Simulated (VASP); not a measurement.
# SrTe (Fm-3m) in VASP: single point with PBEsol

Aim: the single point of SrTe with PBEsol.

All numbers are computed with VASP 6.6.1; they aren't measurements. Logs are shortened: lines on timing, memory, paths and dates and some standing lists are left out, and cuts for length are marked.

## Step 1: The cell of the first run

It takes space group Fm-3m (No. 225, cubic). Conventional cell: a = 6.522 Å, b = 6.522 Å, c = 6.522 Å, α = 90.00°, β = 90.00°, γ = 90.00°. Within 4.3 Å of Sr (site symmetry m-3m) lie 6 Te at 3.26 Å. Within 4.3 Å of Te (site symmetry m-3m) lie 6 Sr at 3.26 Å.

## Step 2: Single point, PBEsol

INCAR

```
SYSTEM = SrTe
ALGO = Normal
EDIFF = 1E-6
ENCUT = 500
GGA = PS
GGA_COMPAT = .False.
ISIF = 2
ISMEAR = 0
LASPH = .True.
LCHARG = .False.
LREAL = .False.
LWAVE = .False.
NBANDS = 15
NELM = 120
PREC = Accurate
SIGMA = 0.05
```

KPOINTS

```
k-points
0
Gamma
  10 10 10
  0 0 0
```

POSCAR

```
SrTe
1.0
    0.0000000000      3.2608753086      3.2608753086
    3.2608753086      0.0000000000      3.2608753086
    3.2608753086      3.2608753086      0.0000000000
Sr Te
1 1
Direct
    0.5000000000      0.5000000000      0.5000000000
    0.0000000000      0.0000000000      0.0000000000
```

Potentials or basis: VASP PAW PBE potentials, release 64 (Sr_sv, Te).

Launch:

```sh
$ cat potpaw_PBE.64/Sr_sv/POTCAR potpaw_PBE.64/Te/POTCAR > POTCAR
$ mpirun -np 1 vasp_std > vasp.out
```

OUTCAR:

```text
SYSTEM = SrTe
   EDIFF = 1E-6
   ENCUT = 500
   GGA = PS
   ISIF = 2
   ISMEAR = 0
   LASPH = .True.
   LREAL = .False.
   NELM = 120
   PREC = Accurate

 ion  position               nearest neighbor table
   1  0.500  0.500  0.500-   2 3.26   2 3.26   2 3.26   2 3.26   2 3.26   2 3.26
   2  0.000  0.000  0.000-   1 3.26   1 3.26   1 3.26   1 3.26   1 3.26   1 3.26

  LATTYP: Found a face centered cubic cell.
 ALAT       =     6.5217506172

  Lattice vectors:

 A1 = (   0.0000000000,   3.2608753086,   3.2608753086)
 A2 = (   3.2608753086,   0.0000000000,   3.2608753086)
 A3 = (   3.2608753086,   3.2608753086,   0.0000000000)

Analysis of symmetry for initial positions (statically):
=====================================================================
 Subroutine PRICEL returns:
 Original cell was already a primitive cell.

 Routine SETGRP: Setting up the symmetry group for a
 face centered cubic supercell.

 Subroutine GETGRP returns: Found 48 space group operations
 (whereof 48 operations were pure point group operations)
 out of a pool of 48 trial point group operations.

The static configuration has the point symmetry O_h .

Analysis of symmetry for dynamics (positions and initial velocities):
=====================================================================
 Subroutine PRICEL returns:
 Original cell was already a primitive cell.

 Routine SETGRP: Setting up the symmetry group for a
 face centered cubic supercell.

 Subroutine GETGRP returns: Found 48 space group operations
 (whereof 48 operations were pure point group operations)
 out of a pool of 48 trial point group operations.

The dynamic configuration has the point symmetry O_h .

 Subroutine INISYM returns: Found 48 space group operations
 (whereof 48 operations are pure point group operations),
 and found     1 'primitive' translations

----------------------------------------------------------------------------------------

                                     Primitive cell

  volume of cell :      69.3478

  direct lattice vectors                    reciprocal lattice vectors
     0.000000000  3.260875309  3.260875309    -0.153333063  0.153333063  0.153333063
     3.260875309  0.000000000  3.260875309     0.153333063 -0.153333063  0.153333063
     3.260875309  3.260875309  0.000000000     0.153333063  0.153333063 -0.153333063

  length of vectors
     4.611574087  4.611574087  4.611574087     0.265580656  0.265580656  0.265580656

  position of ions in fractional coordinates (direct lattice)
     0.500000000  0.500000000  0.500000000
     0.000000000  0.000000000  0.000000000

  ion indices of the primitive-cell ions
   primitive index   ion index
                 1           1
                 2           2

----------------------------------------------------------------------------------------

 KPOINTS: k-points

Automatic generation of k-mesh.
 Grid dimensions read from file:
 generate k-points for:   10   10   10

 Generating k-lattice:

  Cartesian coordinates                     Fractional coordinates (reciprocal lattice)
    -0.015333306  0.015333306  0.015333306     0.100000000  0.000000000  0.000000000
     0.015333306 -0.015333306  0.015333306     0.000000000  0.100000000  0.000000000
     0.015333306  0.015333306 -0.015333306     0.000000000  0.000000000  0.100000000

  Length of vectors
     0.026558066  0.026558066  0.026558066

  Shift w.r.t. Gamma in fractional coordinates (k-lattice)
     0.000000000  0.000000000  0.000000000

 Subroutine IBZKPT returns following result:
 ===========================================

 Found     47 irreducible k-points:

 Following reciprocal coordinates:
            Coordinates               Weight
  0.000000  0.000000  0.000000      1.000000
  0.100000  0.000000  0.000000      8.000000
  0.200000  0.000000  0.000000      8.000000
  0.300000  0.000000  0.000000      8.000000
  0.400000  0.000000  0.000000      8.000000
  0.500000  0.000000  0.000000      4.000000
[... 16 lines left out ...]
  0.300000  0.300000  0.000000      6.000000
  0.400000  0.300000  0.000000     24.000000
 [... further k-points ...]
   k-points           NKPTS =     47   k-points in BZ     NKDIM =     47   number of bands    NBANDS=     15
   number of dos      NEDOS =    301   number of ions     NIONS =      2
   total plane-waves  NPLWV =  46656
   dimension x,y,z NGX =    36 NGY =   36 NGZ =   36
   dimension x,y,z NGXF=    72 NGYF=   72 NGZF=   72
   ions per type =               1   1
   NGX,Y,Z   is equivalent  to a cutoff of  12.98, 12.98, 12.98 a.u.
   NGXF,Y,Z  is equivalent  to a cutoff of  25.96, 25.96, 25.96 a.u.
 SYSTEM =  SrTe
   PREC   = accura    normal or accurate (medium, high low for compatibility)
   ISTART =      0    job   : 0-new  1-cont  2-samecut
   ICHARG =      2    charge: 1-file 2-atom 10-const
   ISPIN  =      1    spin polarized calculation?
   LNONCOLLINEAR =      F non collinear calculations
   LSORBIT =      F    spin-orbit coupling
   LASPH  =      T    aspherical Exc in radial PAW
   ENCUT  =  500.0 eV  36.75 Ry    6.06 a.u.   8.41  8.41  8.41*2*pi/ulx,y,z
   NELM   =    120;   NELMIN=  2; NELMDL= -5     # of ELM steps
   EDIFF  = 0.1E-05   stopping-criterion for ELM
   LREAL  =      F    real-space projection
   EDIFFG = 0.1E-04   stopping-criterion for IOM
   NSW    =      0    number of steps for IOM
   IBRION =     -1    ionic relax: 0-MD 1-quasi-New 2-CG
   NFREE  =      0    steps in history (QN), initial steepest desc. (CG)
   ISIF   =      2    stress and relaxation
   ISYM   =      2    0-nonsym 1-usesym 2-fastsym
   POTIM  = 0.5000    time-step for ionic-motion
   TEBEG  =    0.0;   TEEND  =   0.0 temperature during run
   PSTRESS=    0.0 pullay stress
   NELECT =      16.0000    total number of electrons
   NUPDOWN=      -1.0000    fix difference up-down
   EMIN   =  10.00;   EMAX   =-10.00  energy-range for DOS
   EFERMI =   0.00;   METHOD = LEGACY
   ISMEAR =     0;   SIGMA  =   0.05  broadening in eV -4-tet -1-fermi 0-gaus
   EFERMI_NEDOS =   21; number of points for ismear=-14 and -15
   IALGO  =     38    algorithm
   IMIX   =      4    mixing-type and parameters
     AMIX     =   0.40;   BMIX     =  1.00
     AMIX_MAG =   1.60;   BMIX_MAG =  1.00
  volume/ion in A,a.u.               =      34.67       233.99
  Fermi-wavevector in a.u.,A,eV,Ry     =   1.004085  1.897446 13.717222  1.008187
  Thomas-Fermi vector in A             =   2.136679
   LORBIT       =      0    0 simple, 1 ext, 2 COOP (PROOUT), +10 PAW based schemes
   GGA     = PS    functional components
   LHFCALC =     F    Hartree Fock is set to
   AEXX    =    0.0000 exact exchange contribution
   IVDW    =     0    specifies the selected vdW correction
   LEPSILON=     F    determine dielectric tensor
   LRPA    =     F    only Hartree local field effects (RPA)
 non-spin polarized calculation
 Gauss-broadening in eV      SIGMA  =   0.05
  energy-cutoff  :      500.00
  volume of cell :       69.35
 maximum number of plane-waves:      1807
 NGX is ok and might be reduce to    36
   NGX = 17   NGY = 17   NGZ = 17

 number of electron      16.0000000 magnetization

 Free energy of the ion-electron system (eV)
  ---------------------------------------------------
  ext. energy  EPLUGINS =         0.00000000
  ---------------------------------------------------
  free energy    TOTEN  =        -8.81885789 eV

  energy without entropy =       -8.81885789  energy(sigma->0) =       -8.81885789

 E-fermi :   3.5432     XC(G=0):  -8.9351

 val. band max:        3.2086548871   @ k =   0.0000   0.0000   0.0000
 cond. band min:       4.6356968006   @ k =   0.5000   0.5000   0.0000
 fundamental gap:      1.4270419135
 Fermi energy:         3.5431637072

 k-point     1 :       0.0000    0.0000    0.0000
  band No.  band energies     occupation
      1     -31.2181      2.00000
      2     -13.2502      2.00000
      3     -13.2502      2.00000
      4     -13.2502      2.00000
      5      -7.0183      2.00000
      6       3.2087      2.00000
      7       3.2087      2.00000
      8       3.2087      2.00000
      9       6.1979      0.00000
     10       6.3442      0.00000
     11       6.3442      0.00000
     12       6.3442      0.00000
     13       7.0933      0.00000
     14       7.0933      0.00000
     15      10.5551      0.00000

 k-point     2 :       0.1000    0.0000    0.0000
  band No.  band energies     occupation
      1     -31.2175      2.00000
      2     -13.2683      2.00000
      3     -13.2508      2.00000
      4     -13.2508      2.00000
      5      -6.9505      2.00000
      6       2.6923      2.00000
      7       3.0294      2.00000
      8       3.0294      2.00000
      9       6.2834      0.00000
     10       6.4946      0.00000
     11       6.4946      0.00000
     12       6.8383      0.00000
     13       7.3973      0.00000
     14       7.3973      0.00000
     15      10.9346      0.00000

 k-point     3 :       0.2000    0.0000    0.0000
  band No.  band energies     occupation
      1     -31.2159      2.00000
      2     -13.3148      2.00000
      3     -13.2526      2.00000
      4     -13.2526      2.00000
      5      -6.7675      2.00000
      6       1.7529      2.00000
      7       2.6485      2.00000
      8       2.6485      2.00000
      9       6.2876      0.00000
     10       6.8786      0.00000
     11       6.8786      0.00000
     12       8.0167      0.00000
     13       8.1970      0.00000
     14       8.1970      0.00000
     15      11.7617      0.00000
[... 343 lines left out ...]
 k-point    23 :       0.3000    0.3000    0.0000
  band No.  band energies     occupation
      1     -31.2125      2.00000
      2     -13.3407      2.00000
      3     -13.2809      2.00000
      4     -13.2809      2.00000
      5      -6.5692      2.00000
      6       1.0000      2.00000
      7       2.5575      2.00000
      8       2.5575      2.00000
      9       5.0675      0.00000
     10       7.4108      0.00000
     11       7.6858      0.00000
     12       8.8068      0.00000
     13       8.8068      0.00000
     14      10.2383      0.00000
     15      12.1298      0.00000

 k-point    24 :       0.4000    0.3000    0.0000
  band No.  band energies     occupation
      1     -31.2112      2.00000
      2     -13.3579      2.00000
      3     -13.2895      2.00000
      4     -13.2853      2.00000
      5      -6.4967      2.00000
      6       0.9276      2.00000
      7       2.2614      2.00000
      8       2.4227      2.00000
      9       5.1384      0.00000
     10       7.7663      0.00000
     11       8.0122      0.00000
     12       9.1712      0.00000
     13       9.1871      0.00000
     14       9.5873      0.00000
     15      11.9195      0.00000

 [... further k-points ...]
[... 5 lines left out ...]
  --------------------------------------------------------------------------------------
  -------------------------------------------------------------------------------------
  Total        0.7172525      0.7172525      0.7172525      0.0000000      0.0000000     -0.0000000
  in kB       16.5710523     16.5710523     16.5710523      0.0000000      0.0000000     -0.0000000
  external PRESSURE =      16.5710523 kB  Pullay stress =       0.0000000 kB

 VOLUME and BASIS-vectors are now :
 -----------------------------------------------------------------------------
  energy-cutoff  :      500.00
  volume of cell :       69.35
      direct lattice vectors                 reciprocal lattice vectors
     0.000000000  3.260875309  3.260875309    -0.153333063  0.153333063  0.153333063
     3.260875309  0.000000000  3.260875309     0.153333063 -0.153333063  0.153333063
     3.260875309  3.260875309  0.000000000     0.153333063  0.153333063 -0.153333063

 POSITION                                       TOTAL-FORCE (eV/Angst)
 -----------------------------------------------------------------------------------
      3.26088      3.26088      3.26088         0.000000      0.000000      0.000000
      0.00000      0.00000      0.00000         0.000000     -0.000000     -0.000000
 -----------------------------------------------------------------------------------
    total drift:                                0.000000      0.000000      0.000000

  FREE ENERGIE OF THE ION-ELECTRON SYSTEM (eV)
  ---------------------------------------------------
  free  energy   TOTEN  =        -8.8188578891 eV

  energy  without entropy=       -8.8188578891  energy(sigma->0) =       -8.81885789
```

Wall time 21 s (1 thread of Intel Xeon Platinum 8559C (Emerald Rapids), shared host); peak memory 0.23 GiB.

Results:

* Free energy: -8.8189 eV
* Pressure: 1.7 GPa
* Band gap on the k mesh: 1.43 eV, indirect (least direct gap 2.22 eV)

Caveat: the PAW data sets were made with another functional, which shifts forces and pressure a little; spin-orbit coupling is left out, which moves the levels of the heavy elements. As with any semilocal functional, this PBEsol gap is likely too small.
